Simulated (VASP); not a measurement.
The system is CdSe.

```
Cd Se
1.0
     0.00000    2.85467    2.85467
     2.85467    0.00000    2.85467
     2.85467    2.85467    0.00000
Cd Se
1 1
Cartesian
  0.0000 0.0000 0.0000
  2.8547 2.8547 2.8547
```

This cell differs from its parent crystal: volume scaled by 0.98.

Base run:

```yaml
Program: VASP 6.6.1
Functional: PBEsol
Potentials_or_basis: VASP PAW PBE potentials, release 64 (Cd, Se)
Cutoff: 520 eV
k_mesh: 8 × 8 × 8
Occupations: fermi-dirac, width 0.05 eV
Spin: no spin polarisation
```

Its results: band gap on the k mesh zero (band 9 reaches 2.30 eV, above the bottom of band 10 at 1.76 eV); pressure -2.4 GPa.

Task: The run is repeated on the same cell with these changes: functional from PBEsol to LDA; potentials or basis from VASP PAW PBE potentials, release 64 (Cd, Se) to VASP PAW LDA potentials, release 64 (Cd, Se). What comes out?

Result: Band gap on the k mesh zero (band 9 reaches 2.35 eV, above the bottom of band 10 at 1.70 eV); pressure -4.5 GPa.

Caveats: the PAW data sets were made with another functional, which shifts forces and pressure a little (some runs).
